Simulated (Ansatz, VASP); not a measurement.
Sb in VASP and in Ansatz

File POSCAR:

```
Sb
1.0
    2.1706020527      1.2531976795      3.8710910875
   -2.1706020527      1.2531976795      3.8710910875
    0.0000000000     -2.5063953589      3.8710910875
Sb
2
Direct
    0.2313018333      0.2313018333      0.2313018333
    0.7686981667      0.7686981667      0.7686981667
```

The input INCAR.step1:

```
SYSTEM = Sb
  PREC = Accurate
  ENCUT = 520
  ISMEAR = 1
  SIGMA = 0.6
  LREAL = .FALSE.
  LASPH = .TRUE.
  NELM = 60
  NBANDS = 12
  GGA = PE
  ALGO = Normal
  EDIFF = 1E-4
  LWAVE = .TRUE.
  LCHARG = .FALSE.
```

INCAR.step2

```
SYSTEM = Sb
  PREC = Accurate
  ENCUT = 520
  EDIFF = 1E-6
  ISMEAR = 1
  SIGMA = 0.6
  LREAL = .FALSE.
  LASPH = .TRUE.
  NELM = 60
  ALGO = Normal
  ISIF = 2
  LWAVE = .FALSE.
  LCHARG = .FALSE.
  METAGGA = R2SCAN
  LMIXTAU = .TRUE.
  NBANDS = 12
  ISTART = 1
```

File KPOINTS:

```
regular mesh
0
G
  9 9 9
  0 0 0
```

Input for Ansatz:

```yaml
crystal:
  lattice:
    - [2.1706020527, 1.2531976795, 3.8710910875]
    - [-2.1706020527, 1.2531976795, 3.8710910875]
    - [0.0, -2.5063953589, 3.8710910875]
  atoms:
    - { symbol: Sb, position: [0.2313018333, 0.2313018333, 0.2313018333] }
    - { symbol: Sb, position: [0.7686981667, 0.7686981667, 0.7686981667] }
hamiltonian:
  xc: r2scan
  pseudopotentials:
    kind: paw
    azcp:
      Sb: "pseudopotentials/Sb.paw.azcp"
basis:
  ecutwfc: 500
  fft_grid_basis: typed
kpoints:
  mp_grid: { grid: [9, 9, 9], shift: [0, 0, 0] }
magnetization:
  spin_polarized: false
scf:
  occupations: { method: cold, width: 0.6 }
  lower_state_search: "off"
output:
  stress: true
```

Alike in both runs: task single point; functional r2SCAN; k mesh 9 × 9 × 9; no spin polarisation.

|  | VASP | Ansatz |
| --- | --- | --- |
| version | VASP 6.6.1 | Ansatz 0.2.0 |
| potentials or method | VASP PAW PBE potentials, release 64 (Sb), cutoff 520 eV | plane waves (500 eV) with PAW, scalar-relativistic |
| occupations | methfessel-paxton of order 1, width 0.6 eV | cold, width 0.6 eV |
| valence electrons in the cell | 10 | 30 |

VASP gave:

- pressure (GPa): 0.1
- traceless stress, the component that is largest in VASP (GPa): -0.04

Q: Estimate Ansatz's values.

A: Pressure (GPa): -0.2; traceless stress, the component that is largest in VASP (GPa): 0.33.

VASP's potentials were made for PBE, not for r2SCAN. VASP's potentials hold 10 valence electrons a cell and Ansatz's 30, so a difference there can come from the potentials and not from the codes.

Neither program's run includes spin-orbit coupling.
